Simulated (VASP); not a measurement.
Runs of VASP 6.6.1 on Na. The structure is that of space group Im-3m (No. 229), or close to it. The cells are those of the table. 

```csv
cell,gap on the mesh (eV),pressure (GPa)
"a = 3.645 Å, angles 109.5°, 1 atom",none,-0.8
"a = 3.793 Å, angles 109.5°, 1 atom",none,-1.4
"a = 3.683 Å, angles 109.5°, 1 atom",none,-1.0
"a = 3.757 Å, angles 109.5°, 1 atom",none,(a)
"a = 3.721 Å, angles 109.5°, 1 atom",none,(b)
```

Alike in all rows: task single point; level LDA; potentials or basis VASP PAW LDA potentials, release 64 (Na_pv); no spin polarisation; k mesh 8 × 8 × 8; cutoff (eV) 500; smearing gaussian 0.05 eV.

Estimate the missing entries.

(a) -1.3; (b) -1.2.

A gap of «none» marks levels without a gap at the run's occupations.
